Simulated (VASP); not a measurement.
# Hf (P6_3/mmc) in VASP: notebook

Hf is run at these levels: PBEsol; tasks: single point, relaxation of cell and atoms.

All numbers are computed with VASP 6.6.1; they aren't measurements. Logs are shortened: lines on timing, memory, paths and dates and some standing lists are left out, and cuts for length are marked.

## (1) The cell of the first run

It takes space group P6_3/mmc (No. 194, hexagonal). Conventional cell: a = 3.151 Å, b = 3.151 Å, c = 5.039 Å, α = 90.00°, β = 90.00°, γ = 120.00°. Within 4.1 Å of Hf (site symmetry -6m2) lie 12 Hf at 3.11 to 3.15 Å.

## (2) Single point, PBEsol

File INCAR:

```
SYSTEM = Hf
ALGO = Normal
EDIFF = 1E-7
ENCUT = 520
GGA = PS
ISIF = 2
ISMEAR = -1
LASPH = .True.
LCHARG = .False.
LREAL = .False.
LWAVE = .False.
NBANDS = 17
NELM = 80
PREC = Accurate
SIGMA = 0.05
```

File KPOINTS:

```
k-points
0
Gamma
  7 7 4
  0 0 0
```

File POSCAR:

```
Hf
1.0
    3.1508987078      0.0000000000      0.0000000000
   -1.5754493539      2.7287583257      0.0000000000
    0.0000000000      0.0000000000      5.0389647114
Hf
2
Direct
    0.3333333333      0.6666666667      0.2500000000
    0.6666666667      0.3333333333      0.7500000000
```

Potentials or basis: VASP PAW PBE potentials, release 64 (Hf_pv).

Launch:

```
$ cat potpaw_PBE.64/Hf_pv/POTCAR > POTCAR
$ mpirun -np 1 vasp_std > vasp.out
```

OUTCAR:

```text
SYSTEM = Hf
   EDIFF = 1E-7
   ENCUT = 520
   GGA = PS
   ISIF = 2
   ISMEAR = -1
   LASPH = .True.
   LREAL = .False.
   NELM = 80
   PREC = Accurate

 ion  position               nearest neighbor table
   1  0.333  0.667  0.250-   2 3.11   2 3.11   2 3.11   2 3.11   2 3.11   2 3.11
   2  0.667  0.333  0.750-   1 3.11   1 3.11   1 3.11   1 3.11   1 3.11   1 3.11

  LATTYP: Found a hexagonal cell.
 ALAT       =     3.1508987078
 C/A-ratio  =     1.5992150744

  Lattice vectors:

 A1 = (   3.1508987078,   0.0000000000,   0.0000000000)
 A2 = (  -1.5754493539,   2.7287583257,   0.0000000000)
 A3 = (   0.0000000000,   0.0000000000,   5.0389647114)

Analysis of symmetry for initial positions (statically):
=====================================================================
 Subroutine PRICEL returns:
 Original cell was already a primitive cell.

 Routine SETGRP: Setting up the symmetry group for a
 hexagonal supercell.

 Subroutine GETGRP returns: Found 24 space group operations
 (whereof 12 operations were pure point group operations)
 out of a pool of 24 trial point group operations.

The static configuration has the point symmetry D_3d.
 The point group associated with its full space group is D_6h.

Analysis of symmetry for dynamics (positions and initial velocities):
=====================================================================
 Subroutine PRICEL returns:
 Original cell was already a primitive cell.

 Routine SETGRP: Setting up the symmetry group for a
 hexagonal supercell.

 Subroutine GETGRP returns: Found 24 space group operations
 (whereof 12 operations were pure point group operations)
 out of a pool of 24 trial point group operations.

The dynamic configuration has the point symmetry D_3d.
 The point group associated with its full space group is D_6h.

 Subroutine INISYM returns: Found 24 space group operations
 (whereof 12 operations are pure point group operations),
 and found     1 'primitive' translations

----------------------------------------------------------------------------------------

                                     Primitive cell

  volume of cell :      43.3252

  direct lattice vectors                    reciprocal lattice vectors
     3.150898708  0.000000000  0.000000000     0.317369771  0.183233522  0.000000000
    -1.575449354  2.728758326  0.000000000     0.000000000  0.366467045  0.000000000
     0.000000000  0.000000000  5.038964711     0.000000000  0.000000000  0.198453464

  length of vectors
     3.150898708  3.150898708  5.038964711     0.366467045  0.366467045  0.198453464

  position of ions in fractional coordinates (direct lattice)
     0.333333333  0.666666667  0.250000000
     0.666666667  0.333333333  0.750000000

  ion indices of the primitive-cell ions
   primitive index   ion index
                 1           1
                 2           2

----------------------------------------------------------------------------------------

 KPOINTS: k-points

Automatic generation of k-mesh.
 Grid dimensions read from file:
 generate k-points for:    7    7    4

 Generating k-lattice:

  Cartesian coordinates                     Fractional coordinates (reciprocal lattice)
     0.045338539  0.026176217  0.000000000     0.142857143  0.000000000  0.000000000
     0.000000000  0.052352435  0.000000000     0.000000000  0.142857143  0.000000000
     0.000000000  0.000000000  0.049613366     0.000000000  0.000000000  0.250000000

  Length of vectors
     0.052352435  0.052352435  0.049613366

  Shift w.r.t. Gamma in fractional coordinates (k-lattice)
     0.000000000  0.000000000  0.000000000

 Subroutine IBZKPT returns following result:
 ===========================================

 Found     24 irreducible k-points:

 Following reciprocal coordinates:
            Coordinates               Weight
  0.000000  0.000000  0.000000      1.000000
  0.142857  0.000000  0.000000      6.000000
  0.285714  0.000000  0.000000      6.000000
  0.428571  0.000000  0.000000      6.000000
  0.142857  0.142857  0.000000      6.000000
  0.285714  0.142857  0.000000     12.000000
[... 16 lines left out ...]
  0.428571  0.142857  0.500000      6.000000
  0.285714  0.285714  0.500000      6.000000
   k-points           NKPTS =     24   k-points in BZ     NKDIM =     24   number of bands    NBANDS=     17
   number of dos      NEDOS =    301   number of ions     NIONS =      2
   total plane-waves  NPLWV =  23040
   dimension x,y,z NGX =    24 NGY =   24 NGZ =   40
   dimension x,y,z NGXF=    48 NGYF=   48 NGZF=   80
   ions per type =               2
   NGX,Y,Z   is equivalent  to a cutoff of  12.66, 12.66, 13.20 a.u.
   NGXF,Y,Z  is equivalent  to a cutoff of  25.33, 25.33, 26.39 a.u.
 SYSTEM =  Hf
   PREC   = accura    normal or accurate (medium, high low for compatibility)
   ISTART =      0    job   : 0-new  1-cont  2-samecut
   ICHARG =      2    charge: 1-file 2-atom 10-const
   ISPIN  =      1    spin polarized calculation?
   LNONCOLLINEAR =      F non collinear calculations
   LSORBIT =      F    spin-orbit coupling
   LASPH  =      T    aspherical Exc in radial PAW
   ENCUT  =  520.0 eV  38.22 Ry    6.18 a.u.   5.86  5.86  9.37*2*pi/ulx,y,z
   NELM   =     80;   NELMIN=  2; NELMDL= -5     # of ELM steps
   EDIFF  = 0.1E-06   stopping-criterion for ELM
   LREAL  =      F    real-space projection
   EDIFFG = 0.1E-05   stopping-criterion for IOM
   NSW    =      0    number of steps for IOM
   IBRION =     -1    ionic relax: 0-MD 1-quasi-New 2-CG
   NFREE  =      0    steps in history (QN), initial steepest desc. (CG)
   ISIF   =      2    stress and relaxation
   ISYM   =      2    0-nonsym 1-usesym 2-fastsym
   POTIM  = 0.5000    time-step for ionic-motion
   TEBEG  =    0.0;   TEEND  =   0.0 temperature during run
   PSTRESS=    0.0 pullay stress
   NELECT =      20.0000    total number of electrons
   NUPDOWN=      -1.0000    fix difference up-down
   EMIN   =  10.00;   EMAX   =-10.00  energy-range for DOS
   EFERMI =   0.00;   METHOD = LEGACY
   ISMEAR =    -1;   SIGMA  =   0.05  broadening in eV -4-tet -1-fermi 0-gaus
   EFERMI_NEDOS =   21; number of points for ismear=-14 and -15
   IALGO  =     38    algorithm
   IMIX   =      4    mixing-type and parameters
     AMIX     =   0.40;   BMIX     =  1.00
     AMIX_MAG =   1.60;   BMIX_MAG =  1.00
  volume/ion in A,a.u.               =      21.66       146.19
  Fermi-wavevector in a.u.,A,eV,Ry     =   1.265235  2.390948 21.780475  1.600820
  Thomas-Fermi vector in A             =   2.398499
   LORBIT       =      0    0 simple, 1 ext, 2 COOP (PROOUT), +10 PAW based schemes
   GGA     = PS    functional components
   LHFCALC =     F    Hartree Fock is set to
   AEXX    =    0.0000 exact exchange contribution
   IVDW    =     0    specifies the selected vdW correction
   LEPSILON=     F    determine dielectric tensor
   LRPA    =     F    only Hartree local field effects (RPA)
 non-spin polarized calculation
  energy-cutoff  :      520.00
  volume of cell :       43.33
 maximum number of plane-waves:      1194
 NGX is ok and might be reduce to    24
   NGX = 11   NGY = 11   NGZ = 19

 number of electron      19.9999996 magnetization

 Free energy of the ion-electron system (eV)
  ---------------------------------------------------
  ext. energy  EPLUGINS =         0.00000000
  ---------------------------------------------------
  free energy    TOTEN  =       -21.00914692 eV

  energy without entropy =      -20.99682776  energy(sigma->0) =      -21.00298734

 E-fermi :   5.0448     XC(G=0): -11.5398

 val. band max:        4.9740262275   @ k =   0.2857   0.2857   0.2500
 cond. band min:       5.0705462070   @ k =   0.0000   0.0000   0.5000
 fundamental gap:      0.0965199795
 Fermi energy:         5.0448290388

 k-point     1 :       0.0000    0.0000    0.0000
  band No.  band energies     occupation
      1     -26.0058      2.00000
      2     -25.1890      2.00000
      3     -25.1890      2.00000
      4     -25.0551      2.00000
      5     -25.0544      2.00000
      6     -25.0544      2.00000
[... 9 lines left out ...]
     16       7.7611      0.00000
     17      10.5036      0.00000

 k-point     2 :       0.1429    0.0000    0.0000
  band No.  band energies     occupation
      1     -25.9482      2.00000
      2     -25.3147      2.00000
      3     -25.2294      2.00000
      4     -25.1850      2.00000
      5     -25.0806      2.00000
      6     -25.0724      2.00000
[... 9 lines left out ...]
     16       7.5778      0.00000
     17      10.9073      0.00000

 k-point     3 :       0.2857    0.0000    0.0000
  band No.  band energies     occupation
      1     -25.7985      2.00000
      2     -25.5963      2.00000
      3     -25.4594      2.00000
      4     -25.3147      2.00000
      5     -25.1576      2.00000
      6     -25.1171      2.00000
[... 9 lines left out ...]
     16       9.1550      0.00000
     17      11.4092      0.00000

 k-point     4 :       0.4286    0.0000    0.0000
  band No.  band energies     occupation
      1     -25.8193      2.00000
      2     -25.6642      2.00000
      3     -25.6321      2.00000
      4     -25.3794      2.00000
      5     -25.2651      2.00000
      6     -25.1553      2.00000
[... 9 lines left out ...]
     16      11.0955      0.00000
     17      11.6166      0.00000
[... 343 lines left out ...]
      1     -25.8054      2.00000
      2     -25.8054      2.00000
      3     -25.3711      2.00000
      4     -25.3711      2.00000
      5     -25.2292      2.00000
      6     -25.2292      2.00000
[... 9 lines left out ...]
     16      10.4677      0.00000
     17      11.3720      0.00000

 k-point    23 :       0.4286    0.1429    0.5000
  band No.  band energies     occupation
      1     -25.8785      2.00000
      2     -25.8785      2.00000
      3     -25.4116      2.00000
      4     -25.4116      2.00000
      5     -25.2295      2.00000
      6     -25.2295      2.00000
[... 9 lines left out ...]
     16      10.7736      0.00000
     17      12.4520      0.00000

 k-point    24 :       0.2857    0.2857    0.5000
  band No.  band energies     occupation
      1     -25.8102      2.00000
      2     -25.8102      2.00000
      3     -25.5278      2.00000
      4     -25.5278      2.00000
      5     -25.2150      2.00000
      6     -25.2150      2.00000
[... 9 lines left out ...]
     16      10.5973      0.00000
     17      13.1359      0.00000

------------------------ aborting loop because EDIFF is reached ----------------------------------------

  FORCE on cell =-STRESS in cart. coord.  units (eV):
  Direction    XX          YY          ZZ          XY          YZ          ZX
  --------------------------------------------------------------------------------------
  -------------------------------------------------------------------------------------
  Total       -0.0882825     -0.0882825     -0.1166552      0.0000000     -0.0000000     -0.0000000
  in kB       -3.2647099     -3.2647099     -4.3139375      0.0000000     -0.0000000     -0.0000000
  external PRESSURE =      -3.6144525 kB  Pullay stress =       0.0000000 kB

 VOLUME and BASIS-vectors are now :
 -----------------------------------------------------------------------------
  energy-cutoff  :      520.00
  volume of cell :       43.33
      direct lattice vectors                 reciprocal lattice vectors
     3.150898708  0.000000000  0.000000000     0.317369771  0.183233522  0.000000000
    -1.575449354  2.728758326  0.000000000     0.000000000  0.366467045  0.000000000
     0.000000000  0.000000000  5.038964711     0.000000000  0.000000000  0.198453464

 POSITION                                       TOTAL-FORCE (eV/Angst)
 -----------------------------------------------------------------------------------
     -0.00000      1.81917      1.25974        -0.000000      0.000000      0.000000
      1.57545      0.90959      3.77922         0.000000     -0.000000      0.000000
 -----------------------------------------------------------------------------------
    total drift:                               -0.000000      0.000000     -0.000000

  FREE ENERGIE OF THE ION-ELECTRON SYSTEM (eV)
  ---------------------------------------------------
  free  energy   TOTEN  =       -21.0091469218 eV

  energy  without entropy=      -20.9968277625  energy(sigma->0) =      -21.00298734
```

Run time: 17 s. Hardware: 1 thread of Intel Xeon 8259CL, shared host; peak memory 0.16 GiB.

What came out:

* Free energy: -21.0091 eV
* Pressure: -0.4 GPa
* Band gap on the k mesh: zero (bands 10 and 11 overlap by 1.37 eV)

Stress tensor (GPa, compression positive):
```
-0.33  0.00  0.00
 0.00 -0.33  0.00
 0.00  0.00 -0.43
```

Caveat: the PAW data sets were made with another functional, which shifts forces and pressure a little; spin-orbit coupling is left out, which moves the levels of the heavy elements.

## (3) Relaxation of cell and atoms, PBEsol

This run uses another cell than the first one, of 22.38 Å³/atom.

File INCAR:

```
SYSTEM = Hf
PREC     = Accurate       ! precision mode
ENCUT    = 600            ! plane-wave cutoff, eV
EDIFF    = 1E-6           ! SCF threshold, eV
ISMEAR   = -1             ! smearing method
SIGMA    = 0.05           ! smearing width, eV
LREAL    = .False.        ! projectors in reciprocal space
LASPH    = .True.         ! aspherical terms in the spheres
NELM     = 100            ! most SCF steps
ALGO     = Normal         ! electronic algorithm
ISIF     = 3              ! what is computed and relaxed
LWAVE    = .False.        ! write WAVECAR
LCHARG   = .False.        ! write CHGCAR
GGA      = PS             ! functional
IBRION   = 2              ! ionic algorithm
NSW      = 80             ! ionic steps
EDIFFG   = -0.03          ! ionic threshold
```

File KPOINTS:

```
Automatic mesh
0
Gamma
  7 7 4
  0 0 0
```

File POSCAR:

```
Hf
1.0
    3.1967000000      0.0000000000      0.0000000000
   -1.5983500000      2.7684230000      0.0000000000
    0.0000000000      0.0000000000      5.0578000000
Hf
2
Direct
    0.3333333333      0.6666666667      0.2500000000
    0.6666666667      0.3333333333      0.7500000000
```

Potentials or basis: VASP PAW PBE potentials, release 64 (Hf_pv).

Launch:

```
$ cat potpaw_PBE.64/Hf_pv/POTCAR > POTCAR
$ mpirun -np 1 vasp_std > vasp.out
```

Run time: 60 s. Hardware: 1 thread of Intel Xeon 8259CL, shared host; peak memory 0.19 GiB.

The run converged. Its results:

```
Free energy                           : -21.0098 eV
Relaxed volume                        : 21.58 Å³/atom
Relaxed cell                          : a = 3.150 Å, b = 3.150 Å, c = 5.024 Å, α = 90.00°, β = 90.00°, γ = 120.00°
Space group after relaxing (to 0.1 Å) : P6_3/mmc (No. 194)
Energy gained by relaxing             : 10.3 meV/atom
Ionic steps                           : 5
Pressure after relaxing               : 0.1 GPa
Band gap on the k mesh                : zero (bands 10 and 11 overlap by 1.36 eV)
```

Stress tensor (GPa, compression positive):
```
-0.01  0.00  0.00
 0.00 -0.01  0.00
 0.00  0.00  0.21
```

The path:
```
step  energy change (eV)  largest force (eV/Å)  pressure (GPa)  volume (Å³)
   1              0.0000                0.0000           -3.90        44.76
   2              0.0107                0.0000            5.52        41.32
   3             -0.0202                0.0000            0.01        43.19
   4             -0.0202                0.0000            0.09        43.16
   5             -0.0206                0.0000            0.06        43.17
```

Final structure:
```
Hf
1.0
     3.14977    0.00000    0.00000
    -1.57489    2.72778    0.00000
     0.00000    0.00000    5.02440
Hf
2
Cartesian
  0.0000 1.8185 1.2561
  1.5749 0.9093 3.7683
```

Levels at points of the mesh, in eV from the Fermi level:
| k point | band 8 | band 9 | band 10 | band 11 | band 12 | band 13 |
| --- | --- | --- | --- | --- | --- | --- |
| (0.00, 0.00, 0.00) | -3.92 | 0.67 | 1.12 | 1.12 | 1.32 | 1.96 |
| (0.00, 0.00, 0.50) | -5.56 | 0.03 | 0.03 | 1.02 | 1.02 | 1.02 |

Caveat: the PAW data sets were made with another functional, which shifts forces and pressure a little; spin-orbit coupling is left out, which moves the levels of the heavy elements.

The gap in the log of VASP goes by the Fermi energy; the results here count the filled bands.